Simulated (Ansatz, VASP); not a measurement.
**One calculation of Sc3Al, two programs**

Contents of INCAR:

```
  ALGO = Fast
  EDIFF = 1E-6
  ENCUT = 520
  GGA = PS
  ISIF = 2
  ISMEAR = 0
  LASPH = True
  LCHARG = True
  LELF = True
  LREAL = False
  LVHAR = True
  LWAVE = False
  NBANDS = 26
  NELM = 60
  PREC = Accurate
  SIGMA = 0.15
```

Contents of KPOINTS:

```
k-points
0
Gamma
  12 12 12
```

File POSCAR:

```
Sc3Al
1.0
    4.3747949987      0.0000000000      0.0000000000
    0.0000000000      4.3747949987      0.0000000000
    0.0000000000      0.0000000000      4.3747949987
Sc Al
3 1
Direct
    0.5000000000      0.0342873209      0.5000000000
    0.0000000000      0.4840120127      0.5000000000
    0.5000000000      0.4840120127      0.0000000000
    0.0000000000     -0.0038511024      0.0000000000
```

Input for Ansatz:

```yaml
crystal:
  lattice:
    - [4.3747949987, 0.0, 0.0]
    - [0.0, 4.3747949987, 0.0]
    - [0.0, 0.0, 4.3747949987]
  atoms:
    - { symbol: Sc, position: [0.5, 0.0342873209, 0.5] }
    - { symbol: Sc, position: [0.0, 0.4840120127, 0.5] }
    - { symbol: Sc, position: [0.5, 0.4840120127, 0.0] }
    - { symbol: Al, position: [0.0, -0.0038511024, 0.0] }
basis:
  ecutwfc: 420
kpoints:
  mp_grid: { grid: [12, 12, 12] }
hamiltonian:
  xc: pbesol
scf:
  occupations: { method: gaussian, width: 0.15 }
output:
  forces: true
  stress: true
  eigenvalues: true
  write_density: true
  write_potential: true
  elf: true
  volumetric_format: npy
```

Change from the starting cell: mode 10 (252.5 1/cm) frozen in, largest displacement +0.150 Å.

Alike in both runs: task single point; functional PBEsol; k mesh 12 × 12 × 12; occupations gaussian, width 0.15 eV; no spin polarisation.

```csv
,VASP,Ansatz
version,VASP 6.6.1,Ansatz 0.2.0
potentials or method,"VASP PAW PBE potentials, release 64 (Sc_sv, Al), cutoff 520 eV","scalar-relativistic, plane waves, PAW"
valence electrons in the cell,36,36
```

```csv
,VASP,Ansatz,Ansatz less VASP
gap on the k mesh at the Fermi level (eV),none,none,-
pressure (GPa),0.6,0.6,-0.08
"traceless stress, the component that is largest in VASP (GPa)",-0.17,-0.17,-0.001
rms of the force components (eV/Å),0.545,0.543,-0.0024
```

VASP's potentials were made for PBE, not for PBEsol. Atom by atom the forces differ by 0.003 eV/Å (rms over components). A gap of «none» marks a metal or a gap that the smearing closes.
